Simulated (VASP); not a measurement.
Write the native input for VASP 6.6.1 that does the following.

```yaml
Task: single point
Functional: PBE
Potentials_or_basis: VASP PAW PBE potentials, release 64 (Al, H)
Cutoff: 520 eV
k_mesh: 5 × 5 × 1
Occupations: gaussian, width 0.1 eV
Spin: no spin polarisation
Dipole_correction: yes
Further_INCAR_settings: ALGO = Normal; EDIFF = 1e-06; NBANDS = 32
```

The structure of Al6H lies in POSCAR:

```
Al6H
1.0
    5.7135165837      0.0000000000      0.0000000000
    0.0000000000      5.7135165837      0.0000000000
    0.0000000000      0.0000000000     22.1746954375
Al H
12 2
Direct
    0.2500000000      0.2500000000      0.1803857921
    0.2500000000      0.7500000000      0.1803857921
    0.7500000000      0.2500000000      0.1803857921
    0.7500000000      0.7500000000      0.1803857921
    0.0000000000      0.0000000000      0.2744050924
    0.0000000000      0.5000000000      0.2744050924
    0.5000000000      0.0000000000      0.2744050924
    0.5000000000      0.5000000000      0.2744050924
    0.2500000000      0.2500000000      0.3686497278
    0.2500000000      0.7500000000      0.3686497278
    0.7500000000      0.2500000000      0.3686497278
    0.7500000000      0.7500000000      0.3686497278
    0.0000000000     -0.1955888258      0.4178048562
    0.0000000000      0.1955888258      0.4178048562
```

One way to write it, as run:

INCAR

```
SYSTEM = Al6H
PREC = Accurate
ENCUT = 520
EDIFF = 1E-6
ISMEAR = 0
SIGMA = 0.1
LREAL = .FALSE.
LASPH = .TRUE.
NELM = 60
ALGO = Normal
ISIF = 2
LWAVE = .FALSE.
LCHARG = .FALSE.
LDIPOL = .TRUE.
IDIPOL = 3
DIPOL = 0.5 0.5 0.295
GGA = PE
NBANDS = 32
```

KPOINTS

```
Automatic mesh
0
G
  5 5 1
  0 0 0
```

Potentials or basis: VASP PAW PBE potentials, release 64 (Al, H).

Run with:

```sh
$ cat potpaw_PBE.64/Al/POTCAR potpaw_PBE.64/H/POTCAR > POTCAR
$ mpirun -np 1 vasp_std > vasp.out
```

Results of the run:

- Largest force: 0.311 eV/Å
- Band gap on the k mesh: zero (bands 19 and 20 overlap by 0.96 eV)

Run time: 14 min on 1 thread of Intel Xeon 8259CL, on a shared host, peak memory 0.68 GiB.
